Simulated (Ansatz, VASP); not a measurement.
Cu in VASP and in Ansatz

File INCAR:

```
SYSTEM = Cu
  ALGO = Fast
  EDIFF = 1E-6
  ENCUT = 520
  GGA = PE
  ISIF = 2
  ISMEAR = 0
  LASPH = .True.
  LCHARG = .False.
  LREAL = .False.
  LWAVE = .False.
  NBANDS = 12
  NELM = 100
  PREC = Accurate
  SIGMA = 0.15
```

KPOINTS

```
k-points
0
Gamma
  24 24 24
  0 0 0
```

Contents of POSCAR:

```
Cu
1.0
    0.0000000000      2.0289522891      1.4344692684
    2.0289522891      0.0000000000      1.4344692684
    2.0289522891      2.0289522891      0.0000000000
Cu
1
Direct
    0.0000000000      0.0000000000      0.0000000000
```

Input for Ansatz:

```yaml
crystal:
  lattice:
    - [0.0, 2.0289522891, 1.4344692684]
    - [2.0289522891, 0.0, 1.4344692684]
    - [2.0289522891, 2.0289522891, 0.0]
  atoms:
    - { symbol: Cu, position: [0.0, 0.0, 0.0] }
basis:
  ecutwfc: 420
kpoints:
  mp_grid: { grid: [24, 24, 24] }
hamiltonian:
  xc: pbe
scf:
  occupations: { method: gaussian, width: 0.15 }
output:
  forces: true
  stress: true
  eigenvalues: true
```

Alike in both runs: task single point; functional PBE; k mesh 24 × 24 × 24; occupations gaussian, width 0.15 eV; no spin polarisation.

|  | VASP | Ansatz |
| --- | --- | --- |
| version | VASP 6.6.1 | Ansatz 0.2.0 |
| potentials or method | VASP PAW PBE potentials, release 64 (Cu), cutoff 520 eV | scalar-relativistic, plane waves, PAW |
| valence electrons in the cell | 11 | 19 |

```csv
,VASP,Ansatz,Ansatz less VASP
gap on the k mesh at the Fermi level (eV),none,none,-
pressure (GPa),3.2,2.3,-0.86
```

A gap of «none» marks a metal or a gap that the smearing closes. With one functional, cell and mesh, what is left measures potentials, basis and numerics. VASP's potentials hold 11 valence electrons a cell and Ansatz's 19, so a difference there can come from the potentials and not from the codes.
